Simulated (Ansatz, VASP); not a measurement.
**ZnO in VASP and in Ansatz**

```
Zn O
1.0
     3.24980    0.00000    0.00000
    -1.62490    2.81441    0.00000
     0.00000    0.00000    5.20660
Zn O
2 2
Direct
  0.33333 0.66667 0.00000
  0.66667 0.33333 0.50000
  0.33333 0.66667 0.38190
  0.66667 0.33333 0.88190
```

Alike in both runs: task single point; functional LDA; k mesh 9 × 9 × 6; no spin polarisation.

|  | VASP | Ansatz |
| --- | --- | --- |
| version | VASP 6.6.1 | Ansatz 0.2.0 |
| potentials or method | VASP PAW LDA potentials, release 64 (Zn, O) | scalar-relativistic, plane waves, PAW |
| plane-wave cutoff (eV) | 520 | 420 |
| occupations | gaussian, width 0.01 eV | fixed |
| valence electrons in the cell | 36 | 36 |

|  | VASP | Ansatz | Ansatz less VASP |
| --- | --- | --- | --- |
| gap on the k mesh at the Fermi level (eV) | 0.74 | 0.73 | -0.007 |
| least direct gap on the mesh (eV) | 0.74 | 0.73 | -0.007 |

LDA's correlation is that of Perdew and Zunger in VASP and of Perdew and Wang (1992) in Ansatz.
